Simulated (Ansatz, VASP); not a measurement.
Two plane-wave programs on CsSnI3

```
Cs Sn I
1.0
     6.28317    0.00000    0.00000
     0.00000    6.28317    0.00000
     0.00000    0.00000    6.28317
Cs Sn I
1 1 3
Direct
  0.00000 0.00000 0.00000
  0.50000 0.50000 0.50000
  0.00000 0.50000 0.50000
  0.50000 0.00000 0.50000
  0.50000 0.50000 0.00000
```

Alike in both runs: task single point; functional PBE; k mesh 6 × 6 × 6; occupations gaussian, width 0.02 eV; no spin polarisation.

|  | VASP | Ansatz |
| --- | --- | --- |
| version | VASP 6.6.1 | Ansatz 0.2.0 |
| potentials or method | VASP PAW PBE potentials, release 64 (Cs_sv, Sn_d, I), cutoff 520 eV | scalar-relativistic, plane waves, PAW |
| valence electrons in the cell | 44 | 74 |

Ansatz gave:

* gap on the k mesh at the Fermi level (eV): 0.48
* least direct gap on the mesh (eV): 0.48
* pressure (GPa): 0.0

**Question.** Which values does VASP return?

**Answer.** gap on the k mesh at the Fermi level (eV): 0.47; least direct gap on the mesh (eV): 0.47; pressure (GPa): 0.0.

VASP's potentials hold 44 valence electrons a cell and Ansatz's 74, so a difference there can come from the potentials and not from the codes.

Spin-orbit coupling is off throughout.
